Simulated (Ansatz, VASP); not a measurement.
Two plane-wave programs on Na3OsRu

The input INCAR:

```
ALGO = Fast
EDIFF = 1E-6
ENCUT = 520
GGA = PE
ISIF = 2
ISMEAR = 0
ISPIN = 2
LASPH = True
LCHARG = False
LMAXMIX = 4
LORBIT = 11
LREAL = False
LWAVE = False
MAGMOM = 0 0 0 1 1
NBANDS = 34
NELM = 150
PREC = Accurate
SIGMA = 0.1
```

KPOINTS

```
k-points
0
Gamma
  3 3 4
```

Contents of POSCAR:

```
Na3OsRu
1.0
    6.1617528535      0.0000000000      0.0000000000
   -3.0808764268      5.3362345030      0.0000000000
    0.0000000000      0.0000000000      4.5383764617
Na Ru Os
3 1 1
Direct
    0.5000000000      0.0000000000      0.5000000000
    0.0000000000      0.5000000000      0.5000000000
    0.5000000000      0.5000000000      0.5000000000
    0.0000000000      0.0000000000      0.0000000000
    0.0000000000      0.0000000000      0.5000000000
```

Input for Ansatz:

```yaml
crystal:
  lattice:
    - [6.1617528535, 0.0, 0.0]
    - [-3.0808764268, 5.336234503, 0.0]
    - [0.0, 0.0, 4.5383764617]
  atoms:
    - { symbol: Na, position: [0.5, 0.0, 0.5] }
    - { symbol: Na, position: [0.0, 0.5, 0.5] }
    - { symbol: Na, position: [0.5, 0.5, 0.5] }
    - { symbol: Ru, position: [0.0, 0.0, 0.0], spin: 1.0 }
    - { symbol: Os, position: [0.0, 0.0, 0.5], spin: 1.0 }
basis:
  ecutwfc: 420
kpoints:
  mp_grid: { grid: [3, 3, 4] }
hamiltonian:
  xc: pbe
scf:
  occupations: { method: gaussian, width: 0.1 }
  lower_state_search: "off"
output:
  forces: true
  stress: true
  eigenvalues: true
  populations: true
magnetization:
  spin_polarized: true
```

Alike in both runs: task single point; functional PBE; k mesh 3 × 3 × 4; occupations gaussian, width 0.1 eV; collinear spin.

|  | VASP | Ansatz |
| --- | --- | --- |
| version | VASP 6.6.1 | Ansatz 0.2.0 |
| potentials or method | VASP PAW PBE potentials, release 64 (Na_pv, Ru_pv, Os), cutoff 520 eV | scalar-relativistic, plane waves, PAW |
| valence electrons in the cell | 43 | 59 |

Ansatz gave:

| Quantity | Value |
| --- | --- |
| gap on the k mesh at the Fermi level (eV) | none |
| pressure (GPa) | 0.5 |
| traceless stress, the component that is largest in VASP (GPa) | 0.34 |
| net moment per atom (μB) | 0.46 |
| size of the moment on the site where the two differ most (μB) | 0.57 |

Question: Estimate VASP's values.

Answer: gap on the k mesh at the Fermi level (eV): none; pressure (GPa): 0.6; traceless stress, the component that is largest in VASP (GPa): 0.60; net moment per atom (μB): 0.46; size of the moment on the site where the two differ most (μB): 0.82.

Site moments also hang on the region over which each program counts them. A gap of «none» marks a metal or a gap that the smearing closes. VASP's potentials hold 43 valence electrons a cell and Ansatz's 59, so a difference there can come from the potentials and not from the codes.

The k mesh is coarse, so the values compare programs but aren't converged. Neither program's run includes spin-orbit coupling.
